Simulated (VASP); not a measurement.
# LiH (Fm-3m) in VASP: further runs, part 2 of 2

VASP 6.6.1.

## 3. Single point, PBE+D3(BJ)

This run uses another cell than the first one, of 7.30 Å³/atom, 0.914 times its volume.

Input file INCAR:

```
PREC     = Accurate       # precision mode
ENCUT    = 520            # plane-wave cutoff, eV
EDIFF    = 1E-7           # SCF threshold, eV
ISMEAR   = -1             # smearing method
SIGMA    = 0.02           # smearing width, eV
LREAL    = False          # projectors in reciprocal space
LASPH    = True           # aspherical terms in the spheres
NELM     = 60             # most SCF steps
ALGO     = Normal         # electronic algorithm
ISIF     = 2              # what is computed and relaxed
LWAVE    = False          # write WAVECAR
LCHARG   = True           # write CHGCAR
GGA      = PE             # functional
IVDW     = 12             # dispersion correction
LELF     = True           # ELF
LVHAR    = True         
NBANDS   = 9              # bands
```

Input file KPOINTS:

```
Automatic mesh
0
Gamma
  10 10 10
```

Input file POSCAR:

```
LiH
1.0
    0.0000000000      1.9397476883      1.9397476883
    1.9397476883      0.0000000000      1.9397476883
    1.9397476883      1.9397476883      0.0000000000
Li H
1 1
Direct
    0.0000000000      0.0000000000      0.0000000000
    0.5000000000      0.5000000000      0.5000000000
```

Potentials or basis: VASP PAW PBE potentials, release 64 (Li_sv, H).

Command:

```
> cat potpaw_PBE.64/Li_sv/POTCAR potpaw_PBE.64/H/POTCAR > POTCAR
> mpirun -np 1 vasp_std > vasp.out
```

OUTCAR:

```text
PREC = Accurate
   ENCUT = 520
   EDIFF = 1E-7
   ISMEAR = -1
   LREAL = False
   LASPH = True
   NELM = 60
   ISIF = 2
   GGA = PE
   IVDW = 12
 IVDW          = 12

 ion  position               nearest neighbor table
   1  0.000  0.000  0.000-
   2  0.500  0.500  0.500-

  LATTYP: Found a face centered cubic cell.
 ALAT       =     3.8794953766

  Lattice vectors:

 A1 = (   0.0000000000,   1.9397476883,   1.9397476883)
 A2 = (   1.9397476883,   0.0000000000,   1.9397476883)
 A3 = (   1.9397476883,   1.9397476883,   0.0000000000)

Analysis of symmetry for initial positions (statically):
=====================================================================
 Subroutine PRICEL returns:
 Original cell was already a primitive cell.

 Routine SETGRP: Setting up the symmetry group for a
 face centered cubic supercell.

 Subroutine GETGRP returns: Found 48 space group operations
[... 9 lines left out ...]

 Routine SETGRP: Setting up the symmetry group for a
 face centered cubic supercell.

 Subroutine GETGRP returns: Found 48 space group operations
[... 11 lines left out ...]
                                     Primitive cell

  volume of cell :      14.5971

  direct lattice vectors                    reciprocal lattice vectors
     0.000000000  1.939747688  1.939747688    -0.257765483  0.257765483  0.257765483
     1.939747688  0.000000000  1.939747688     0.257765483 -0.257765483  0.257765483
     1.939747688  1.939747688  0.000000000     0.257765483  0.257765483 -0.257765483

  length of vectors
     2.743217488  2.743217488  2.743217488     0.446462913  0.446462913  0.446462913

  position of ions in fractional coordinates (direct lattice)
     0.000000000  0.000000000  0.000000000
     0.500000000  0.500000000  0.500000000

  ion indices of the primitive-cell ions
   primitive index   ion index
[... 91 lines left out ...]
   IALGO  =     38    algorithm
   IMIX   =      4    mixing-type and parameters
     AMIX     =   0.40;   BMIX     =  1.00
     AMIX_MAG =   1.60;   BMIX_MAG =  1.00
  volume/ion in A,a.u.               =       7.30        49.25
  Fermi-wavevector in a.u.,A,eV,Ry     =   1.063342  2.009425 15.384052  1.130696
  Thomas-Fermi vector in A             =   2.198823
   LORBIT       =      0    0 simple, 1 ext, 2 COOP (PROOUT), +10 PAW based schemes
   GGA     = PE    functional components
   LHFCALC =     F    Hartree Fock is set to
   AEXX    =    0.0000 exact exchange contribution
   IVDW    =    12    specifies the selected vdW correction
   LEPSILON=     F    determine dielectric tensor
   LRPA    =     F    only Hartree local field effects (RPA)
 non-spin polarized calculation
  energy-cutoff  :      520.00
  volume of cell :       14.60
 maximum number of plane-waves:       411
   NGX = 11   NGY = 11   NGZ = 11

 number of electron       3.9999991 magnetization

 Free energy of the ion-electron system (eV)
  ---------------------------------------------------
  ext. energy  EPLUGINS =         0.00000000
  ---------------------------------------------------
  free energy    TOTEN  =        -6.10909840 eV

  energy without entropy =       -6.10909840  energy(sigma->0) =       -6.10909840

 E-fermi :   1.1396     XC(G=0):  -8.8327

 val. band max:        0.5752320867   @ k =   0.5000   0.5000   0.0000
 cond. band min:       3.4730490749   @ k =   0.5000   0.5000   0.0000
 fundamental gap:      2.8978169882
 Fermi energy:         1.1396459811

 k-point     1 :       0.0000    0.0000    0.0000
  band No.  band energies     occupation
      1     -43.6433      2.00000
      2      -5.2367      2.00000
      3      17.9739      0.00000
      4      19.4952      0.00000
      5      19.4952      0.00000
      6      19.4952      0.00000
      7      24.3972      0.00000
      8      24.3972      0.00000
      9      24.3972      0.00000
[... 265 lines left out ...]
 k-point    24 :       0.4000    0.3000    0.0000
  band No.  band energies     occupation
      1     -43.5728      2.00000
      2      -1.9712      2.00000
      3       7.5550      0.00000
      4      11.5212      0.00000
      5      12.9350      0.00000
      6      17.6796      0.00000
      7      19.3918      0.00000
      8      32.0449      0.00000
      9      32.4223      0.00000

 [... further k-points ...]

------------------------ aborting loop because EDIFF is reached ----------------------------------------

 Edisp (eV)   -0.36726

 E8    (eV) :    -0.1348

  FORCE on cell =-STRESS in cart. coord.  units (eV):
  Direction    XX          YY          ZZ          XY          YZ          ZX
  --------------------------------------------------------------------------------------
  -------------------------------------------------------------------------------------
  Total      -0.02913    -0.02913    -0.02913    -0.00000     0.00000     0.00000
  in kB      -3.19776    -3.19776    -3.19776    -0.00000     0.00000     0.00000
  external pressure =       -3.20 kB  Pullay stress =        0.00 kB

 VOLUME and BASIS-vectors are now :
 -----------------------------------------------------------------------------
  energy-cutoff  :      520.00
  volume of cell :       14.60
      direct lattice vectors                 reciprocal lattice vectors
     0.000000000  1.939747688  1.939747688    -0.257765483  0.257765483  0.257765483
     1.939747688  0.000000000  1.939747688     0.257765483 -0.257765483  0.257765483
     1.939747688  1.939747688  0.000000000     0.257765483  0.257765483 -0.257765483

 POSITION                                       TOTAL-FORCE (eV/Angst)
 -----------------------------------------------------------------------------------
      0.00000      0.00000      0.00000         0.000000      0.000000      0.000000
      1.93975      1.93975      1.93975         0.000000     -0.000000     -0.000000
 -----------------------------------------------------------------------------------
    total drift:                                0.000000     -0.000000     -0.000000

  FREE ENERGIE OF THE ION-ELECTRON SYSTEM (eV)
  ---------------------------------------------------
  free  energy   TOTEN  =        -6.4763569583 eV

  energy  without entropy=       -6.4763569583  energy(sigma->0) =       -6.47635696
```

OSZICAR:

```text
N       E                     dE             d eps       ncg     rms          rms(c)
DAV:   1    -0.116938559163E+01   -0.11694E+01   -0.14915E+03   862   0.417E+02
DAV:   2    -0.627596577403E+01   -0.51066E+01   -0.50817E+01  1206   0.591E+01
DAV:   3    -0.635783805481E+01   -0.81872E-01   -0.81833E-01  1034   0.603E+00
DAV:   4    -0.635813082619E+01   -0.29277E-03   -0.29273E-03  1143   0.318E-01
DAV:   5    -0.635813256781E+01   -0.17416E-05   -0.17416E-05  1058   0.157E-02    0.294E+00
DAV:   6    -0.617224023187E+01    0.18589E+00   -0.14220E-01   953   0.120E+00    0.149E+00
DAV:   7    -0.610753441276E+01    0.64706E-01   -0.19276E-01   991   0.158E+00    0.226E-01
DAV:   8    -0.610917741284E+01   -0.16430E-02   -0.38415E-03   995   0.415E-01    0.455E-02
DAV:   9    -0.610910697863E+01    0.70434E-04   -0.16088E-04  1075   0.538E-02    0.524E-03
DAV:  10    -0.610909940797E+01    0.75707E-05   -0.59253E-06   978   0.181E-02    0.233E-03
DAV:  11    -0.610909863001E+01    0.77796E-06   -0.19757E-07  1150   0.204E-03    0.276E-04
DAV:  12    -0.610909843133E+01    0.19868E-06   -0.55527E-09   599   0.517E-04    0.177E-04
DAV:  13    -0.610909839553E+01    0.35799E-07   -0.31936E-09   542   0.359E-04
   1 F= -.64763570E+01 E0= -.64763570E+01  d E =-.199905E-14
```

stdout:

```text
POSCAR found type information on POSCAR LiH
 POSCAR found :  2 types and       2 ions
 scaLAPACK will be used
 LDA part: xc-table for (Slater+PW92), standard interpolation
 POSCAR, INCAR and KPOINTS ok, starting setup
 FFT: planning ... GRIDC
 FFT: planning ... GRID_SOFT
 FFT: planning ... GRID
 WAVECAR not read
 entering main loop
```

It took 10 s on 1 thread of AMD EPYC 7R43 (Zen 3), shared host; peak memory 0.1 GiB.

Results:

```yaml
Free_energy: -6.4764 eV
Band_gap_on_the_k_mesh: 2.90 eV, direct
Dispersion_energy_per_atom: -0.184 eV
```

Caveat: the cutoff is under 1.25 times the usual one of these potentials, so pressure, stress and relaxed cells hold a basis-set (Pulay) error. A k mesh can miss the band edges.
